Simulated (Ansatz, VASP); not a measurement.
One calculation of TaAs, two programs

The input INCAR:

```
SYSTEM = TaAs
  PREC = Accurate
  ENCUT = 520
  EDIFF = 1E-6
  ISMEAR = -1
  SIGMA = 0.02
  LREAL = .FALSE.
  LASPH = .TRUE.
  NELM = 80
  ALGO = Normal
  ISIF = 2
  LWAVE = .FALSE.
  LCHARG = .FALSE.
  NBANDS = 24
```

File KPOINTS:

```
regular mesh
0
G
  10 10 10
  0 0 0
```

Contents of POSCAR:

```
TaAs
1.0
   -1.7202506309      1.7202506309      5.8629647290
    1.7202506309     -1.7202506309      5.8629647290
    1.7202506309      1.7202506309     -5.8629647290
Ta As
2 2
Direct
    0.5000125150      1.0000125150      0.5000000000
    0.7500125150      0.7500125150      0.0000000000
    0.0825869050      0.5825869050      0.5000000000
    0.3325869050      0.3325869050      0.0000000000
```

Input for Ansatz:

```yaml
crystal:
  lattice:
    - [-1.7202506309, 1.7202506309, 5.862964729]
    - [1.7202506309, -1.7202506309, 5.862964729]
    - [1.7202506309, 1.7202506309, -5.862964729]
  atoms:
    - { symbol: Ta, position: [0.500012515, 1.000012515, 0.5] }
    - { symbol: Ta, position: [0.750012515, 0.750012515, 0.0] }
    - { symbol: As, position: [0.082586905, 0.582586905, 0.5] }
    - { symbol: As, position: [0.332586905, 0.332586905, 0.0] }
kpoints:
  mp_grid: { grid: [10, 10, 10] }
  band_path:
    path:
      - [0.0, 0.0, 0.0]
      - [0.0, 0.0, 0.5]
      - [0.25, 0.25, 0.25]
      - [0.0, 0.5, 0.0]
      - [0.5, 0.5, -0.5]
      - [0.2715223107, 0.7284776893, -0.2715223107]
      - [-0.2715223107, 0.2715223107, 0.2715223107]
      - [-0.0430446215, 0.0430446215, 0.5]
      - [0.5, 0.5, -0.0430446215]
      - [0.3857611554, 0.6142388446, -0.3857611554]
      - [0.1, -0.5, -0.5]
    npoints: 1
hamiltonian:
  xc: lda
scf:
  occupations: { method: fermi_dirac, width: 0.02 }
  n_extra_bands: 5
output:
  forces: true
  stress: true
  eigenvalues: true
```

Alike in both runs: task single point; functional LDA; k mesh 10 × 10 × 10; occupations fermi-dirac, width 0.02 eV; no spin polarisation.

|  | VASP | Ansatz |
| --- | --- | --- |
| version | VASP 6.6.1 | Ansatz 0.2.0 |
| potentials or method | VASP PAW LDA potentials, release 64 (Ta_pv, As) | plane waves, PAW |
| plane-wave cutoff (eV) | 520 | 420 |
| valence electrons in the cell | 32 | 56 |

|  | VASP | Ansatz | Ansatz less VASP |
| --- | --- | --- | --- |
| pressure (GPa) | -6.1 | -7.1 | -0.99 |
| traceless stress, the component that is largest in VASP (GPa) | -0.06 | 0.06 | +0.121 |
| rms of the force components (eV/Å) | 0.008 | 0.005 | -0.0024 |

LDA's correlation is that of Perdew and Zunger in VASP and of Perdew and Wang (1992) in Ansatz. Atom by atom the forces differ by 0.002 eV/Å (rms over components). VASP's potentials hold 32 valence electrons a cell and Ansatz's 56, so a difference there can come from the potentials and not from the codes.

Spin-orbit coupling is off throughout.
